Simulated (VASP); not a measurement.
Here is a VASP 6.6.1 calculation.

File INCAR:

```
SYSTEM = NaH
  ALGO = Normal
  EDIFF = 1E-7
  ENCUT = 520
  GGA = PE
  ISIF = 2
  ISMEAR = 0
  LASPH = .TRUE.
  LCHARG = .TRUE.
  LELF = .TRUE.
  LREAL = .FALSE.
  LVHAR = .TRUE.
  LWAVE = .FALSE.
  NBANDS = 11
  NELM = 100
  PREC = Accurate
  SIGMA = 0.05
```

The input KPOINTS:

```
k-points
0
G
  10 10 10
  0 0 0
```

POSCAR

```
NaH
1.0
    2.7778165600      0.0000000000      0.0000000000
    0.0000000000      3.1324314400      0.0000000000
    0.0000000000      0.0000000000      2.9551240000
Na H
1 1
Direct
    0.0000000000      0.0000000000      0.0000000000
    0.5000000000      0.5000000000      0.5000000000
```

Potentials or basis: VASP PAW PBE potentials, release 64 (Na_pv, H).

The run is started by

```console
$ cat potpaw_PBE.64/Na_pv/POTCAR potpaw_PBE.64/H/POTCAR > POTCAR
$ mpirun -np 1 vasp_std > vasp.out
```

**Question.** Estimate the pressure.

**Answer.** 0.4 GPa.

**Question.** Predict the band gap on the k mesh.

**Answer.** 0.39 eV (least direct gap 4.22 eV).

Stress tensor (GPa, compression positive):
```
 7.33  0.00  0.00
 0.00 -6.42  0.00
 0.00  0.00  0.29
```

Caveat: the cell differs from its parent crystal (strain -0.0600 x Voigt [1, -1, 0, 0, 0, 0]). A k mesh can miss the band edges.
